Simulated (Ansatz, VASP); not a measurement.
**One calculation of SiC5, two programs**

```
Si C
1.0
     4.64998    0.00000    0.00000
    -2.32499    4.02700    0.00000
     0.00000    0.00000    4.25433
Si C
1 5
Cartesian
  0.0000 0.0000 0.0000
  -1.4418 2.4973 0.0000
  2.8836 0.0000 0.0000
  0.8832 1.5297 0.0000
  0.0000 2.6847 0.0000
  2.3250 1.3423 0.0000
```

Alike in both runs: functional PBE; k mesh 6 × 6 × 4; occupations gaussian, width 0.1 eV; no spin polarisation.

Ansatz relaxed the structure, and its values are those at the end. VASP's run is a single point on that final structure, the one shown.

|  | VASP | Ansatz |
| --- | --- | --- |
| version | VASP 6.6.1 | Ansatz 0.2.0 |
| potentials or method | VASP PAW PBE potentials, release 64 (Si, C), cutoff 520 eV | scalar-relativistic, plane waves, PAW |
| valence electrons in the cell | 24 | 24 |

Ansatz gave:

| Quantity | Value |
| --- | --- |
| gap on the k mesh at the Fermi level (eV) | none |
| pressure (GPa) | 0.1 |
| rms of the force components (eV/Å) | 0.002 |

What did VASP give for the same quantities?

gap on the k mesh at the Fermi level (eV): none; pressure (GPa): 0.2; rms of the force components (eV/Å): 0.010.

A gap of «none» marks a metal or a gap that the smearing closes. The functional is the same, so the differences come from potentials, cutoffs and numerics.

The k mesh is coarse, so the values compare programs but aren't converged.
